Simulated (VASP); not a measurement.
Here is a VASP 6.6.1 calculation.

The input INCAR:

```
PREC = Accurate
ENCUT = 520
EDIFF = 1E-6
ISMEAR = 0
SIGMA = 0.05
LREAL = False
LASPH = True
NELM = 80
ALGO = Normal
ISIF = 2
LWAVE = False
LCHARG = True
GGA = PE
LELF = True
LVHAR = True
NBANDS = 11
```

File KPOINTS:

```
regular mesh
0
Gamma
  12 12 12
```

POSCAR

```
BP
1.0
    0.0000000000      2.2589476787      2.2589476787
    2.2589476787      0.0000000000      2.2589476787
    2.2589476787      2.2589476787      0.0000000000
B P
1 1
Direct
    0.0000000000      0.0000000000      0.0000000000
    0.7500000000      0.7500000000      0.7500000000
```

Potentials or basis: VASP PAW PBE potentials, release 64 (B, P).

The run is started by

```sh
$ cat potpaw_PBE.64/B/POTCAR potpaw_PBE.64/P/POTCAR > POTCAR
$ mpirun -np 1 vasp_std > vasp.out
```

Q: What does it give for the band gap on the k mesh?

A: 1.22 eV, indirect (least direct gap 3.42 eV).

Q: What does it give for the pressure?

A: 3.1 GPa.

 A k mesh can miss the band edges.
